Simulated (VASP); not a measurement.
MnO:

```
Mn O
1.0
     3.37170    0.00000    0.00000
    -1.68585    2.91998    0.00000
     0.00000    0.00000    5.38550
Mn O
2 2
Direct
  0.66667 0.33333 0.51096
  0.33333 0.66667 0.01096
  0.66667 0.33333 0.87547
  0.33333 0.66667 0.37547
```

Base run:

| Quantity | Value |
| --- | --- |
| Program | VASP 6.6.1 |
| Functional | PBEsol |
| Potentials or basis | VASP PAW PBE potentials, release 64 (Mn_pv, O) |
| Cutoff | 520 eV |
| k mesh | 9 × 9 × 5 |
| Occupations | fermi-dirac, width 0.05 eV |
| Spin | collinear spin, ferromagnetic start |
| Starting moments | [4.0, 4.0, 0.0, 0.0] μB |

Its results: pressure 1.2 GPa; net moment 9.99 μB per cell; site moments Mn +4.40; O +0.20 μB; largest force 0.613 eV/Å.

The run is repeated on the same cell with these changes: functional from PBEsol to LDA; potentials or basis from VASP PAW PBE potentials, release 64 (Mn_pv, O) to VASP PAW LDA potentials, release 64 (Mn_pv, O). What comes out?

Pressure -5.3 GPa; net moment 9.78 μB per cell; site moments Mn +4.30; O +0.21 μB; largest force 0.557 eV/Å.

Caveats: only a ferromagnetic start was run, and an antiferromagnetic order may lie lower in energy; the PAW data sets were made with another functional, which shifts forces and pressure a little (some runs).
